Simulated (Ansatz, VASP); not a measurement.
# Two plane-wave programs on MgS

INCAR

```
PREC = Accurate ; ENCUT = 520
EDIFF = 1E-6 ; ISMEAR = 0
SIGMA = 0.01 ; LREAL = False
LASPH = True ; NELM = 80
ALGO = Normal ; ISIF = 2
LWAVE = False ; LCHARG = False
GGA = PE ; NBANDS = 16
```

Contents of KPOINTS:

```
regular mesh
0
Gamma
  6 6 4
```

POSCAR

```
MgS
1.0
    4.3617216420      0.0000000000      0.0000000000
   -2.1808608210      3.7773617463      0.0000000000
    0.0000000000      0.0000000000      5.3729708702
Mg S
2 2
Direct
    0.3333333333      0.6666666667      0.2500000000
    0.6666666667      0.3333333333      0.7500000000
    0.6666666667      0.3333333333      0.2500000000
    0.3333333333      0.6666666667      0.7500000000
```

Input for Ansatz:

```yaml
crystal:
  lattice:
    - [4.361721642, 0.0, 0.0]
    - [-2.180860821, 3.7773617463, 0.0]
    - [0.0, 0.0, 5.3729708702]
  atoms:
    - { symbol: Mg, position: [0.3333333333, 0.6666666667, 0.25] }
    - { symbol: Mg, position: [0.6666666667, 0.3333333333, 0.75] }
    - { symbol: S, position: [0.6666666667, 0.3333333333, 0.25] }
    - { symbol: S, position: [0.3333333333, 0.6666666667, 0.75] }
kpoints:
  mp_grid: { grid: [6, 6, 4] }
hamiltonian:
  xc: pbe
scf:
  occupations: { method: fixed }
  n_extra_bands: 5
output:
  forces: true
  stress: true
  eigenvalues: true
```

Alike in both runs: task single point; functional PBE; k mesh 6 × 6 × 4; no spin polarisation.

|  | VASP | Ansatz |
| --- | --- | --- |
| version | VASP 6.6.1 | Ansatz 0.2.0 |
| potentials or method | VASP PAW PBE potentials, release 64 (Mg, S) | plane waves, PAW |
| plane-wave cutoff (eV) | 520 | 420 |
| occupations | gaussian, width 0.01 eV | fixed |
| valence electrons in the cell | 16 | 32 |

Ansatz gave:

```
gap on the k mesh at the Fermi level (eV)                     : 2.78
pressure (GPa)                                                : -1.6
traceless stress, the component that is largest in VASP (GPa) : 0.08
```

Problem. Which values does VASP return?

Solution. gap on the k mesh at the Fermi level (eV): 2.78; pressure (GPa): -1.8; traceless stress, the component that is largest in VASP (GPa): 0.07.

VASP's potentials hold 16 valence electrons a cell and Ansatz's 32, so a difference there can come from the potentials and not from the codes.
